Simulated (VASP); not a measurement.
# Nd (Fd-3m) in VASP: single point with LDA

Aim: the single point of Nd with LDA.

Program: VASP 6.6.1. These are calculated values, not measurements. Logs are shortened: lines on timing, memory, paths and dates and some standing lists are left out, and cuts for length are marked.

## 1. The cell of the first run

The structure is cubic, space group Fd-3m (No. 227). Conventional cell: a = 5.626 Å, b = 5.626 Å, c = 5.626 Å, α = 90.00°, β = 90.00°, γ = 90.00°. Nd (site symmetry -43m) has 4 Nd at 2.44 Å within 3.2 Å.

## 2. Single point, LDA

Contents of INCAR:

```
SYSTEM = Nd
ALGO = Normal
EDIFF = 1E-6
ENCUT = 520
GGA = CA
ISIF = 2
ISMEAR = -1
LASPH = .TRUE.
LCHARG = .FALSE.
LREAL = .FALSE.
LWAVE = .FALSE.
NBANDS = 21
NELM = 60
PREC = Accurate
SIGMA = 0.13605693000000002
```

Contents of KPOINTS:

```
k-points
0
G
  8 8 8
  0 0 0
```

Contents of POSCAR:

```
Nd
1.0
    0.0000000000      2.8129502160      2.8129502160
    2.8129502160      0.0000000000      2.8129502160
    2.8129502160      2.8129502160      0.0000000000
Nd
2
Direct
    0.0000000000      0.0000000000      0.0000000000
    0.2500000000      0.2500000000      0.2500000000
```

Potentials or basis: VASP PAW PBE potentials, release 64 (Nd).

The run is started by

```bash
> cat potpaw_PBE.64/Nd/POTCAR > POTCAR
> mpirun -np 1 vasp_std > vasp.out
```

OUTCAR:

```text
SYSTEM = Nd
   EDIFF = 1E-6
   ENCUT = 520
   GGA = CA
   ISIF = 2
   ISMEAR = -1
   LASPH = .TRUE.
   LREAL = .FALSE.
   NELM = 60
   PREC = Accurate

 ion  position               nearest neighbor table
   1  0.000  0.000  0.000-   2 2.44   2 2.44   2 2.44   2 2.44
   2  0.250  0.250  0.250-   1 2.44   1 2.44   1 2.44   1 2.44

  LATTYP: Found a face centered cubic cell.
 ALAT       =     5.6259004320

  Lattice vectors:

 A1 = (   0.0000000000,   2.8129502160,   2.8129502160)
 A2 = (   2.8129502160,   0.0000000000,   2.8129502160)
 A3 = (   2.8129502160,   2.8129502160,   0.0000000000)

Analysis of symmetry for initial positions (statically):
=====================================================================
 Subroutine PRICEL returns:
 Original cell was already a primitive cell.

 Routine SETGRP: Setting up the symmetry group for a
 face centered cubic supercell.

 Subroutine GETGRP returns: Found 48 space group operations
 (whereof 24 operations were pure point group operations)
 out of a pool of 48 trial point group operations.

The static configuration has the point symmetry T_d .
 The point group associated with its full space group is O_h .

Analysis of symmetry for dynamics (positions and initial velocities):
=====================================================================
 Subroutine PRICEL returns:
 Original cell was already a primitive cell.

 Routine SETGRP: Setting up the symmetry group for a
 face centered cubic supercell.

 Subroutine GETGRP returns: Found 48 space group operations
 (whereof 24 operations were pure point group operations)
 out of a pool of 48 trial point group operations.

The dynamic configuration has the point symmetry T_d .
 The point group associated with its full space group is O_h .

 Subroutine INISYM returns: Found 48 space group operations
 (whereof 24 operations are pure point group operations),
 and found     1 'primitive' translations

----------------------------------------------------------------------------------------

                                     Primitive cell

  volume of cell :      44.5160

  direct lattice vectors                    reciprocal lattice vectors
     0.000000000  2.812950216  2.812950216    -0.177749324  0.177749324  0.177749324
     2.812950216  0.000000000  2.812950216     0.177749324 -0.177749324  0.177749324
     2.812950216  2.812950216  0.000000000     0.177749324  0.177749324 -0.177749324

  length of vectors
     3.978112346  3.978112346  3.978112346     0.307870861  0.307870861  0.307870861

  position of ions in fractional coordinates (direct lattice)
     0.000000000  0.000000000  0.000000000
     0.250000000  0.250000000  0.250000000

  ion indices of the primitive-cell ions
   primitive index   ion index
                 1           1
                 2           2

----------------------------------------------------------------------------------------

 KPOINTS: k-points

Automatic generation of k-mesh.
 Grid dimensions read from file:
 generate k-points for:    8    8    8

 Generating k-lattice:

  Cartesian coordinates                     Fractional coordinates (reciprocal lattice)
    -0.022218666  0.022218666  0.022218666     0.125000000  0.000000000  0.000000000
     0.022218666 -0.022218666  0.022218666     0.000000000  0.125000000  0.000000000
     0.022218666  0.022218666 -0.022218666     0.000000000  0.000000000  0.125000000

  Length of vectors
     0.038483858  0.038483858  0.038483858

  Shift w.r.t. Gamma in fractional coordinates (k-lattice)
     0.000000000  0.000000000  0.000000000

 Subroutine IBZKPT returns following result:
 ===========================================

 Found     29 irreducible k-points:

 Following reciprocal coordinates:
            Coordinates               Weight
  0.000000  0.000000  0.000000      1.000000
  0.125000  0.000000  0.000000      8.000000
  0.250000  0.000000  0.000000      8.000000
  0.375000  0.000000  0.000000      8.000000
  0.500000  0.000000  0.000000      4.000000
  0.125000  0.125000  0.000000      6.000000
[... 16 lines left out ...]
  0.500000  0.250000  0.125000     48.000000
 -0.375000  0.250000  0.125000     24.000000
 [... further k-points ...]
   k-points           NKPTS =     29   k-points in BZ     NKDIM =     29   number of bands    NBANDS=     21
   number of dos      NEDOS =    301   number of ions     NIONS =      2
   total plane-waves  NPLWV =  27000
   dimension x,y,z NGX =    30 NGY =   30 NGZ =   30
   dimension x,y,z NGXF=    60 NGYF=   60 NGZF=   60
   ions per type =               2
   NGX,Y,Z   is equivalent  to a cutoff of  12.54, 12.54, 12.54 a.u.
   NGXF,Y,Z  is equivalent  to a cutoff of  25.07, 25.07, 25.07 a.u.
 SYSTEM =  Nd
   PREC   = accura    normal or accurate (medium, high low for compatibility)
   ISTART =      0    job   : 0-new  1-cont  2-samecut
   ICHARG =      2    charge: 1-file 2-atom 10-const
   ISPIN  =      1    spin polarized calculation?
   LNONCOLLINEAR =      F non collinear calculations
   LSORBIT =      F    spin-orbit coupling
   LASPH  =      T    aspherical Exc in radial PAW
   ENCUT  =  520.0 eV  38.22 Ry    6.18 a.u.   7.40  7.40  7.40*2*pi/ulx,y,z
   NELM   =     60;   NELMIN=  2; NELMDL= -5     # of ELM steps
   EDIFF  = 0.1E-05   stopping-criterion for ELM
   LREAL  =      F    real-space projection
   EDIFFG = 0.1E-04   stopping-criterion for IOM
   NSW    =      0    number of steps for IOM
   IBRION =     -1    ionic relax: 0-MD 1-quasi-New 2-CG
   NFREE  =      0    steps in history (QN), initial steepest desc. (CG)
   ISIF   =      2    stress and relaxation
   ISYM   =      2    0-nonsym 1-usesym 2-fastsym
   POTIM  = 0.5000    time-step for ionic-motion
   TEBEG  =    0.0;   TEEND  =   0.0 temperature during run
   PSTRESS=    0.0 pullay stress
   NELECT =      28.0000    total number of electrons
   NUPDOWN=      -1.0000    fix difference up-down
   EMIN   =  10.00;   EMAX   =-10.00  energy-range for DOS
   EFERMI =   0.00;   METHOD = LEGACY
   ISMEAR =    -1;   SIGMA  =   0.14  broadening in eV -4-tet -1-fermi 0-gaus
   EFERMI_NEDOS =   21; number of points for ismear=-14 and -15
   IALGO  =     38    algorithm
   IMIX   =      4    mixing-type and parameters
     AMIX     =   0.40;   BMIX     =  1.00
     AMIX_MAG =   1.60;   BMIX_MAG =  1.00
  volume/ion in A,a.u.               =      22.26       150.20
  Fermi-wavevector in a.u.,A,eV,Ry     =   1.402670  2.650662 26.769228  1.967483
  Thomas-Fermi vector in A             =   2.525408
   LORBIT       =      0    0 simple, 1 ext, 2 COOP (PROOUT), +10 PAW based schemes
   GGA     = CA    functional components
   LHFCALC =     F    Hartree Fock is set to
   AEXX    =    0.0000 exact exchange contribution
   IVDW    =     0    specifies the selected vdW correction
   LEPSILON=     F    determine dielectric tensor
   LRPA    =     F    only Hartree local field effects (RPA)
 non-spin polarized calculation
  energy-cutoff  :      520.00
  volume of cell :       44.52
 maximum number of plane-waves:      1243
 NGX is ok and might be reduce to    30
   NGX = 15   NGY = 15   NGZ = 15

 number of electron      28.0000001 magnetization

 Free energy of the ion-electron system (eV)
  ---------------------------------------------------
  ext. energy  EPLUGINS =         0.00000000
  ---------------------------------------------------
  free energy    TOTEN  =       -13.23566638 eV

  energy without entropy =      -12.64185712  energy(sigma->0) =      -12.93876175

 E-fermi :   6.4739     XC(G=0): -11.9703

 val. band max:        6.4686437024   @ k =  -0.3750   0.2500   0.1250
 cond. band min:       6.4767998161   @ k =   0.1250   0.1250   0.0000
 fundamental gap:      0.0081561137
 Fermi energy:         6.4739051416

 k-point     1 :       0.0000    0.0000    0.0000
  band No.  band energies     occupation
      1     -31.7335      2.00000
      2     -27.4593      2.00000
      3     -13.3415      2.00000
      4     -13.3415      2.00000
      5     -13.3415      2.00000
      6      -9.5612      2.00000
[... 13 lines left out ...]
     20       7.7677      0.00015
     21       7.7678      0.00015

 k-point     2 :       0.1250    0.0000    0.0000
  band No.  band energies     occupation
      1     -31.6389      2.00000
      2     -27.6246      2.00000
      3     -13.4414      2.00000
      4     -13.4414      2.00000
      5     -13.3336      2.00000
      6      -9.4203      2.00000
[... 13 lines left out ...]
     20       7.7129      0.00022
     21       7.7129      0.00022

 k-point     3 :       0.2500    0.0000    0.0000
  band No.  band energies     occupation
      1     -31.3772      2.00000
      2     -28.0516      2.00000
      3     -13.6563      2.00000
      4     -13.6563      2.00000
      5     -13.3504      2.00000
      6      -9.0512      2.00000
[... 13 lines left out ...]
     20       7.6490      0.00035
     21       7.6490      0.00035

 k-point     4 :       0.3750    0.0000    0.0000
  band No.  band energies     occupation
      1     -31.0384      2.00000
      2     -28.5488      2.00000
      3     -13.8436      2.00000
      4     -13.8436      2.00000
      5     -13.4055      2.00000
      6      -8.7259      2.00000
[... 13 lines left out ...]
     20       7.6114      0.00047
     21       7.7769      0.00014

 k-point     5 :       0.5000    0.0000    0.0000
  band No.  band energies     occupation
      1     -30.8546      2.00000
      2     -28.7965      2.00000
      3     -13.9151      2.00000
      4     -13.9151      2.00000
      5     -13.4364      2.00000
      6      -8.5974      2.00000
[... 13 lines left out ...]
     20       7.5930      0.00054
     21       7.8527      0.00008
[... 382 lines left out ...]
     20       7.4492      0.00154
     21       7.9130      0.00005

 k-point    22 :       0.3750    0.2500    0.1250
  band No.  band energies     occupation
      1     -31.1369      2.00000
      2     -28.4089      2.00000
      3     -14.1936      2.00000
      4     -13.9132      2.00000
      5     -12.6032      2.00000
      6      -9.7477      2.00000
[... 13 lines left out ...]
     20       7.5429      0.00077
     21       7.8518      0.00008

 k-point    23 :       0.5000    0.2500    0.1250
  band No.  band energies     occupation
      1     -30.7889      2.00000
      2     -28.8793      2.00000
      3     -14.4671      2.00000
      4     -14.0795      2.00000
      5     -12.3453      2.00000
      6      -9.6529      2.00000
[... 13 lines left out ...]
     20       7.4999      0.00106
     21       7.7192      0.00021

 k-point    24 :      -0.3750    0.2500    0.1250
  band No.  band energies     occupation
      1     -30.5846      2.00000
      2     -29.1331      2.00000
      3     -14.5636      2.00000
      4     -14.1554      2.00000
      5     -12.2525      2.00000
      6      -9.5776      2.00000
[... 13 lines left out ...]
     20       7.5266      0.00087
     21       7.7812      0.00013

 [... further k-points ...]
[... 5 lines left out ...]
  --------------------------------------------------------------------------------------
  -------------------------------------------------------------------------------------
  Total        0.2703917      0.2703917      0.2703917     -0.0000000     -0.0000000     -0.0000000
  in kB        9.7316788      9.7316788      9.7316788     -0.0000000     -0.0000000     -0.0000000
  external PRESSURE =       9.7316788 kB  Pullay stress =       0.0000000 kB

 VOLUME and BASIS-vectors are now :
 -----------------------------------------------------------------------------
  energy-cutoff  :      520.00
  volume of cell :       44.52
      direct lattice vectors                 reciprocal lattice vectors
     0.000000000  2.812950216  2.812950216    -0.177749324  0.177749324  0.177749324
     2.812950216  0.000000000  2.812950216     0.177749324 -0.177749324  0.177749324
     2.812950216  2.812950216  0.000000000     0.177749324  0.177749324 -0.177749324

 POSITION                                       TOTAL-FORCE (eV/Angst)
 -----------------------------------------------------------------------------------
      0.00000      0.00000      0.00000         0.000000      0.000000      0.000000
      1.40648      1.40648      1.40648        -0.000000     -0.000000     -0.000000
 -----------------------------------------------------------------------------------
    total drift:                                0.000000     -0.000000      0.000000

  FREE ENERGIE OF THE ION-ELECTRON SYSTEM (eV)
  ---------------------------------------------------
  free  energy   TOTEN  =       -13.2356663790 eV

  energy  without entropy=      -12.6418571160  energy(sigma->0) =      -12.93876175
```

Wall time 80 s (1 thread of Intel Xeon Platinum 8375C at 2.90GHz (Ice Lake), shared host); peak memory 0.16 GiB.

What came out:

| Property | Result |
| --- | --- |
| Free energy | -13.2357 eV |
| Pressure | 1.0 GPa |
| Band gap on the k mesh | zero (band 14 reaches 6.48 eV, above the bottom of band 15 at 6.42 eV) |

Caveat: the PAW data sets were made with another functional, which shifts forces and pressure a little; spin-orbit coupling is left out, which moves the levels of the heavy elements. Spin polarisation is off, so any magnetic state and its effect on volume and gap are missing.
